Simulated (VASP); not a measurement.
Here is a VASP 6.6.1 calculation.

POSCAR

```
AgCl
1.0
    0.0000000000      2.7350000000      2.7350000000
    2.7350000000      0.0000000000      2.7350000000
    2.7350000000      2.7350000000      0.0000000000
Ag Cl
1 1
Direct
    0.0000000000      0.0300000000      0.0000000000
    0.5000000000      0.5000000000      0.5000000000
```

The input INCAR.step1:

```
ALGO = Normal ; EDIFF = 1E-4
ENCUT = 520 ; GGA = PE
ISMEAR = 0 ; LASPH = True
LCHARG = False ; LREAL = False
LWAVE = True ; NBANDS = 16
NELM = 80 ; PREC = Accurate
SIGMA = 0.01
```

Contents of INCAR.step2:

```
ALGO = Normal ; EDIFF = 1E-7
ENCUT = 520 ; ISIF = 2
ISMEAR = 0 ; ISTART = 1
IVDW = 13 ; LASPH = True
LCHARG = False ; LMIXTAU = True
LREAL = False ; LWAVE = False
METAGGA = R2SCAN ; NBANDS = 16
NELM = 80 ; PREC = Accurate
SIGMA = 0.01 ; VDW_A1 = 0.51559235
VDW_A2 = 5.77342911 ; VDW_S6 = 1.0
VDW_S8 = 0.6018749
```

The input KPOINTS:

```
k-points
0
Gamma
  3 3 3
```

Potentials or basis: VASP PAW PBE potentials, release 64 (Ag, Cl).

Command:

```bash
$ cat potpaw_PBE.64/Ag/POTCAR potpaw_PBE.64/Cl/POTCAR > POTCAR
$ cp INCAR.step1 INCAR
$ mpirun -np 1 vasp_std > vasp.out
$ cp INCAR.step2 INCAR
$ mpirun -np 1 vasp_std > vasp.out
```

Problem. What does it give for the band gap on the k mesh?

Solution. 1.82 eV, indirect (least direct gap 3.60 eV).

Problem. Estimate the largest force.

Solution. 0.215 eV/Å.

Problem. Estimate the pressure.

Solution. 2.1 GPa.

Problem. What does it give for the dispersion energy per atom?

Solution. -0.129 eV.

Forces on the atoms (eV/Å):
```
Ag  -0.152  0.000 -0.152
Cl   0.152  0.000  0.152
```

Caveat: the k points lie up to 0.66 Å⁻¹ apart; the PAW data sets were made with another functional, which shifts forces and pressure a little. A k mesh can miss the band edges.
